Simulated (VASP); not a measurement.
# ZrB (Fm-3m) in VASP: single point with LDA

Aim: the single point of ZrB with LDA.

All numbers are computed with VASP 6.6.1; they aren't measurements. Logs are shortened: lines on timing, memory, paths and dates and some standing lists are left out, and cuts for length are marked.

### Step 1. The cell of the first run

The structure is cubic, space group Fm-3m (No. 225). Conventional cell: a = 4.650 Å, b = 4.650 Å, c = 4.650 Å, α = 90.00°, β = 90.00°, γ = 90.00°. Within 3.1 Å of Zr (site symmetry m-3m) lie 6 B at 2.33 Å. Within 3.1 Å of B (site symmetry m-3m) lie 6 Zr at 2.33 Å.

### Step 2. Single point, LDA

Contents of INCAR:

```
ALGO     = Normal         # electronic algorithm
EDIFF    = 1E-6           # SCF threshold, eV
ENCUT    = 500            # plane-wave cutoff, eV
GGA_COMPAT= False        
ISIF     = 2              # what is computed and relaxed
ISMEAR   = 0              # smearing method
LASPH    = True           # aspherical terms in the spheres
LCHARG   = False          # write CHGCAR
LREAL    = False          # projectors in reciprocal space
LWAVE    = False          # write WAVECAR
NBANDS   = 14             # bands
NELM     = 120            # most SCF steps
PREC     = Accurate       # precision mode
SIGMA    = 0.1            # smearing width, eV
```

Contents of KPOINTS:

```
k-points
0
Gamma
  6 6 6
```

Contents of POSCAR:

```
ZrB
1.0
    0.0000000000      2.3250000000      2.3250000000
    2.3250000000      0.0000000000      2.3250000000
    2.3250000000      2.3250000000      0.0000000000
Zr B
1 1
Direct
    0.0000000000      0.0000000000      0.0000000000
    0.5000000000      0.5000000000      0.5000000000
```

Potentials or basis: VASP PAW LDA potentials, release 64 (Zr_sv, B).

The run is started by

```console
$ cat potpaw_LDA.64/Zr_sv/POTCAR potpaw_LDA.64/B/POTCAR > POTCAR
$ mpirun -np 1 vasp_std > vasp.out
```

OUTCAR:

```text
EDIFF = 1E-6
   ENCUT = 500
   ISIF = 2
   ISMEAR = 0
   LASPH = True
   LREAL = False
   NELM = 120
   PREC = Accurate

 ion  position               nearest neighbor table
   1  0.000  0.000  0.000-   2 2.33   2 2.33   2 2.33   2 2.33   2 2.33   2 2.33
   2  0.500  0.500  0.500-   1 2.33   1 2.33   1 2.33   1 2.33   1 2.33   1 2.33

  LATTYP: Found a face centered cubic cell.
 ALAT       =     4.6500000000

  Lattice vectors:

 A1 = (   0.0000000000,   2.3250000000,   2.3250000000)
 A2 = (   2.3250000000,   0.0000000000,   2.3250000000)
 A3 = (   2.3250000000,   2.3250000000,   0.0000000000)

Analysis of symmetry for initial positions (statically):
=====================================================================
 Subroutine PRICEL returns:
 Original cell was already a primitive cell.

 Routine SETGRP: Setting up the symmetry group for a
 face centered cubic supercell.

 Subroutine GETGRP returns: Found 48 space group operations
 (whereof 48 operations were pure point group operations)
 out of a pool of 48 trial point group operations.

The static configuration has the point symmetry O_h .

Analysis of symmetry for dynamics (positions and initial velocities):
=====================================================================
 Subroutine PRICEL returns:
 Original cell was already a primitive cell.

 Routine SETGRP: Setting up the symmetry group for a
 face centered cubic supercell.

 Subroutine GETGRP returns: Found 48 space group operations
 (whereof 48 operations were pure point group operations)
 out of a pool of 48 trial point group operations.

The dynamic configuration has the point symmetry O_h .

 Subroutine INISYM returns: Found 48 space group operations
 (whereof 48 operations are pure point group operations),
 and found     1 'primitive' translations

----------------------------------------------------------------------------------------

                                     Primitive cell

  volume of cell :      25.1362

  direct lattice vectors                    reciprocal lattice vectors
     0.000000000  2.325000000  2.325000000    -0.215053763  0.215053763  0.215053763
     2.325000000  0.000000000  2.325000000     0.215053763 -0.215053763  0.215053763
     2.325000000  2.325000000  0.000000000     0.215053763  0.215053763 -0.215053763

  length of vectors
     3.288046533  3.288046533  3.288046533     0.372484045  0.372484045  0.372484045

  position of ions in fractional coordinates (direct lattice)
     0.000000000  0.000000000  0.000000000
     0.500000000  0.500000000  0.500000000

  ion indices of the primitive-cell ions
   primitive index   ion index
                 1           1
                 2           2

----------------------------------------------------------------------------------------

 KPOINTS: k-points

Automatic generation of k-mesh.
 Grid dimensions read from file:
 generate k-points for:    6    6    6

 Generating k-lattice:

  Cartesian coordinates                     Fractional coordinates (reciprocal lattice)
    -0.035842294  0.035842294  0.035842294     0.166666667  0.000000000  0.000000000
     0.035842294 -0.035842294  0.035842294     0.000000000  0.166666667  0.000000000
     0.035842294  0.035842294 -0.035842294     0.000000000  0.000000000  0.166666667

  Length of vectors
     0.062080674  0.062080674  0.062080674

  Shift w.r.t. Gamma in fractional coordinates (k-lattice)
     0.000000000  0.000000000  0.000000000

 Subroutine IBZKPT returns following result:
 ===========================================

 Found     16 irreducible k-points:

 Following reciprocal coordinates:
            Coordinates               Weight
  0.000000  0.000000  0.000000      1.000000
  0.166667  0.000000  0.000000      8.000000
  0.333333  0.000000  0.000000      8.000000
  0.500000  0.000000  0.000000      4.000000
  0.166667  0.166667  0.000000      6.000000
  0.333333  0.166667  0.000000     24.000000
[... 8 lines left out ...]
 -0.333333  0.333333  0.166667     24.000000
 -0.333333  0.500000  0.166667     12.000000
   k-points           NKPTS =     16   k-points in BZ     NKDIM =     16   number of bands    NBANDS=     14
   number of dos      NEDOS =    301   number of ions     NIONS =      2
   total plane-waves  NPLWV =  13824
   dimension x,y,z NGX =    24 NGY =   24 NGZ =   24
   dimension x,y,z NGXF=    48 NGYF=   48 NGZF=   48
   ions per type =               1   1
   NGX,Y,Z   is equivalent  to a cutoff of  12.13, 12.13, 12.13 a.u.
   NGXF,Y,Z  is equivalent  to a cutoff of  24.27, 24.27, 24.27 a.u.
 SYSTEM =  unknown system
   PREC   = accura    normal or accurate (medium, high low for compatibility)
   ISTART =      0    job   : 0-new  1-cont  2-samecut
   ICHARG =      2    charge: 1-file 2-atom 10-const
   ISPIN  =      1    spin polarized calculation?
   LNONCOLLINEAR =      F non collinear calculations
   LSORBIT =      F    spin-orbit coupling
   LASPH  =      T    aspherical Exc in radial PAW
   ENCUT  =  500.0 eV  36.75 Ry    6.06 a.u.   5.99  5.99  5.99*2*pi/ulx,y,z
   NELM   =    120;   NELMIN=  2; NELMDL= -5     # of ELM steps
   EDIFF  = 0.1E-05   stopping-criterion for ELM
   LREAL  =      F    real-space projection
[... 7 lines left out ...]
   TEBEG  =    0.0;   TEEND  =   0.0 temperature during run
   PSTRESS=    0.0 pullay stress
   NELECT =      15.0000    total number of electrons
   NUPDOWN=      -1.0000    fix difference up-down
   EMIN   =  10.00;   EMAX   =-10.00  energy-range for DOS
   EFERMI =   0.00;   METHOD = LEGACY
   ISMEAR =     0;   SIGMA  =   0.10  broadening in eV -4-tet -1-fermi 0-gaus
   EFERMI_NEDOS =   21; number of points for ismear=-14 and -15
   IALGO  =     38    algorithm
   IMIX   =      4    mixing-type and parameters
     AMIX     =   0.40;   BMIX     =  1.00
     AMIX_MAG =   1.60;   BMIX_MAG =  1.00
  volume/ion in A,a.u.               =      12.57        84.81
  Fermi-wavevector in a.u.,A,eV,Ry     =   1.378285  2.604581 25.846565  1.899669
  Thomas-Fermi vector in A             =   2.503360
   LORBIT       =      0    0 simple, 1 ext, 2 COOP (PROOUT), +10 PAW based schemes
   GGA     = CA    functional components
   LHFCALC =     F    Hartree Fock is set to
   AEXX    =    0.0000 exact exchange contribution
   IVDW    =     0    specifies the selected vdW correction
   LEPSILON=     F    determine dielectric tensor
   LRPA    =     F    only Hartree local field effects (RPA)
 non-spin polarized calculation
 Gauss-broadening in eV      SIGMA  =   0.10
  energy-cutoff  :      500.00
  volume of cell :       25.14
 maximum number of plane-waves:       650
   NGX = 11   NGY = 11   NGZ = 11

 number of electron      15.0000000 magnetization

 Free energy of the ion-electron system (eV)
  ---------------------------------------------------
  ext. energy  EPLUGINS =         0.00000000
  ---------------------------------------------------
  free energy    TOTEN  =       -17.30381216 eV

  energy without entropy =      -17.29459415  energy(sigma->0) =      -17.29920315

 E-fermi :   8.7431     XC(G=0): -12.3898

 val. band max:        8.7192859111   @ k =   0.5000   0.3333   0.1667
 cond. band min:       9.1690347978   @ k =   0.1667   0.0000   0.0000
 fundamental gap:      0.4497488868
 Fermi energy:         8.7430643829

 k-point     1 :       0.0000    0.0000    0.0000
  band No.  band energies     occupation
      1     -37.5996      2.00000
      2     -15.4850      2.00000
      3     -15.4850      2.00000
      4     -15.4850      2.00000
      5       0.7060      2.00000
      6      10.7872      0.00000
      7      10.7872      0.00000
      8      10.7872      0.00000
      9      12.6013      0.00000
     10      12.6013      0.00000
     11      12.7239      0.00000
     12      12.7239      0.00000
     13      12.7239      0.00000
     14      20.0987      0.00000

 k-point     2 :       0.1667    0.0000    0.0000
  band No.  band energies     occupation
      1     -37.5691      2.00000
      2     -15.7421      2.00000
      3     -15.5092      2.00000
      4     -15.5092      2.00000
      5       1.4355      2.00000
      6       9.1690      0.00000
      7       9.7098      0.00000
      8       9.7098      0.00000
      9      11.7282      0.00000
     10      11.7282      0.00000
     11      13.4167      0.00000
     12      16.1395      0.00000
     13      16.1395      0.00000
     14      21.7341      0.00000

 k-point     3 :       0.3333    0.0000    0.0000
  band No.  band energies     occupation
      1     -37.5074      2.00000
      2     -16.2247      2.00000
      3     -15.5569      2.00000
      4     -15.5569      2.00000
      5       3.1573      2.00000
      6       7.0287      2.00000
      7       8.0658      2.00000
      8       8.0658      2.00000
      9      13.3725      0.00000
     10      13.3725      0.00000
     11      14.4061      0.00000
     12      19.9374      0.00000
     13      19.9374      0.00000
     14      20.4042      0.00000
[... 188 lines left out ...]
 k-point    15 :      -0.3333    0.3333    0.1667
  band No.  band energies     occupation
      1     -37.4450      2.00000
      2     -16.2252      2.00000
      3     -15.9714      2.00000
      4     -15.7302      2.00000
      5       3.9029      2.00000
      6       6.5998      2.00000
      7       8.0147      2.00000
      8       8.4213      1.99999
      9      13.7649      0.00000
     10      13.9554      0.00000
     11      15.8394      0.00000
     12      18.7064      0.00000
     13      19.5268      0.00000
     14      22.2860      0.00000

 k-point    16 :      -0.3333    0.5000    0.1667
  band No.  band energies     occupation
      1     -37.4345      2.00000
      2     -16.2281      2.00000
      3     -15.9605      2.00000
      4     -15.8307      2.00000
      5       3.2294      2.00000
      6       7.7889      2.00000
      7       8.2612      2.00000
      8       8.6776      1.64580
      9      12.8343      0.00000
     10      15.1519      0.00000
     11      15.8011      0.00000
     12      16.7392      0.00000
     13      19.2667      0.00000
     14      23.8889      0.00000

------------------------ aborting loop because EDIFF is reached ----------------------------------------

  FORCE on cell =-STRESS in cart. coord.  units (eV):
  Direction    XX          YY          ZZ          XY          YZ          ZX
  --------------------------------------------------------------------------------------
  -------------------------------------------------------------------------------------
  Total        4.0479983      4.0479983      4.0479983      0.0000000      0.0000000     -0.0000000
  in kB      258.0192057    258.0192057    258.0192057      0.0000000      0.0000000     -0.0000000
  external PRESSURE =     258.0192057 kB  Pullay stress =       0.0000000 kB

 VOLUME and BASIS-vectors are now :
 -----------------------------------------------------------------------------
  energy-cutoff  :      500.00
  volume of cell :       25.14
      direct lattice vectors                 reciprocal lattice vectors
     0.000000000  2.325000000  2.325000000    -0.215053763  0.215053763  0.215053763
     2.325000000  0.000000000  2.325000000     0.215053763 -0.215053763  0.215053763
     2.325000000  2.325000000  0.000000000     0.215053763  0.215053763 -0.215053763

 POSITION                                       TOTAL-FORCE (eV/Angst)
 -----------------------------------------------------------------------------------
      0.00000      0.00000      0.00000        -0.000000      0.000000     -0.000000
      2.32500      2.32500      2.32500         0.000000      0.000000      0.000000
 -----------------------------------------------------------------------------------
    total drift:                                0.000000     -0.000000     -0.000000

  FREE ENERGIE OF THE ION-ELECTRON SYSTEM (eV)
  ---------------------------------------------------
  free  energy   TOTEN  =       -17.3038121592 eV

  energy  without entropy=      -17.2945941499  energy(sigma->0) =      -17.29920315
```

Run time: 7.6 s. Hardware: 1 thread of AMD EPYC 7R13, shared host; peak memory 0.1 GiB.

What came out:

```yaml
Free_energy: -17.3038 eV
Pressure: 25.8 GPa
```

Caveat: the k points lie up to 0.39 Å⁻¹ apart.
